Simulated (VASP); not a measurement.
The system is Cs.

```
Cs
1.0
    -3.12847    3.12847    3.12847
     3.12847   -3.12847    3.12847
     3.12847    3.12847   -3.12847
Cs
1
Direct
  0.00000 0.00000 0.00000
```

* Program: VASP 6.6.1
* Task: relaxation of cell and atoms
* Functional: PBEsol
* Dispersion: D3(BJ)
* Potentials or basis: VASP PAW PBE potentials, release 64 (Cs_sv)
* Cutoff: 600 eV
* k mesh: 6 × 6 × 6
* Occupations: fermi-dirac, width 0.05 eV
* Spin: no spin polarisation

At the start: pressure -0.3 GPa; volume 122.48 Å³/atom.

Problem. How do energy, volume and symmetry change on relaxing?

Solution. Over 5 steps the energy falls by 27.2 meV/atom and the volume is 100.17 Å³/atom (-18.2 %); space group Im-3m (No. 229, to 0.05 Å).

Step by step:
```
step  energy change (eV)  largest force (eV/Å)  pressure (GPa)  volume (Å³)
   1              0.0000                0.0000           -0.33       122.48
   2             -0.0085                0.0000           -0.29       118.07
   3             -0.0247                0.0000           -0.13       105.91
   4             -0.0067                0.0000            0.48        84.14
   5             -0.0272                0.0000           -0.01       100.17
```

Final structure:
```
Cs
1.0
    -2.92566    2.92566    2.92566
     2.92566   -2.92566    2.92566
     2.92566    2.92566   -2.92566
Cs
1
Direct
  0.00000 0.00000 0.00000
```

Caveat: the volume moved by over 15 % at a fixed basis, so the end points are rough; the PAW data sets were made with another functional, which shifts forces and pressure a little; pairwise dispersion overbinds metals, which lowers pressure and volume.
